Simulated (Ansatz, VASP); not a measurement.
# AlN in VASP and in Ansatz

Contents of INCAR:

```
  ALGO = Normal
  EDIFF = 1E-6
  ENCUT = 520
  GGA = PS
  ISIF = 2
  ISMEAR = 0
  LASPH = True
  LCHARG = False
  LREAL = False
  LWAVE = False
  NBANDS = 16
  NELM = 80
  PREC = Accurate
  SIGMA = 0.05
```

The input KPOINTS:

```
k-points
0
Gamma
  12 12 6
```

The input POSCAR:

```
AlN
1.0
    3.3121157418      0.0000000000      0.0000000000
   -1.6560578709      2.8683763727      0.0000000000
    0.0000000000      0.0000000000      4.1875630000
Al N
2 2
Direct
    0.3507647975      0.6753823988      0.7500000000
    0.6840981308      0.3420490654      0.2500000000
    0.3333333333      0.6666666667      0.2500000000
    0.6666666667      0.3333333333      0.7500000000
```

Input for Ansatz:

```yaml
crystal:
  lattice:
    - [3.3121157418, 0.0, 0.0]
    - [-1.6560578709, 2.8683763727, 0.0]
    - [0.0, 0.0, 4.187563]
  atoms:
    - { symbol: Al, position: [0.3507647975, 0.6753823988, 0.75] }
    - { symbol: Al, position: [0.6840981308, 0.3420490654, 0.25] }
    - { symbol: "N", position: [0.3333333333, 0.6666666667, 0.25] }
    - { symbol: "N", position: [0.6666666667, 0.3333333333, 0.75] }
basis:
  ecutwfc: 420
kpoints:
  mp_grid: { grid: [12, 12, 6] }
hamiltonian:
  xc: pbesol
scf:
  occupations: { method: gaussian, width: 0.05 }
output:
  forces: true
  stress: true
  eigenvalues: true
```

Change from the starting cell: all Al atoms moved -0.050 Å, as atom 1 towards its neighbour atom 4 (N) at 1.912 Å.

Alike in both runs: task single point; functional PBEsol; k mesh 12 × 12 × 6; occupations gaussian, width 0.05 eV; no spin polarisation.

```csv
,VASP,Ansatz
version,VASP 6.6.1,Ansatz 0.2.0
potentials or method,"VASP PAW PBE potentials, release 64 (Al, N), cutoff 520 eV","scalar-relativistic, plane waves, PAW"
valence electrons in the cell,16,16
```

|  | VASP | Ansatz | Ansatz less VASP |
| --- | --- | --- | --- |
| gap on the k mesh at the Fermi level (eV) | 3.18 | 3.17 | -0.014 |
| least direct gap on the mesh (eV) | 3.18 | 3.17 | -0.014 |
| pressure (GPa) | -3.2 | -3.1 | +0.07 |
| traceless stress, the component that is largest in VASP (GPa) | -1.03 | -1.00 | +0.029 |
| rms of the force components (eV/Å) | 0.437 | 0.433 | -0.0044 |

VASP's potentials were made for PBE, not for PBEsol. Atom by atom the forces differ by 0.004 eV/Å (rms over components). The functional is the same, so the differences come from potentials, cutoffs and numerics.
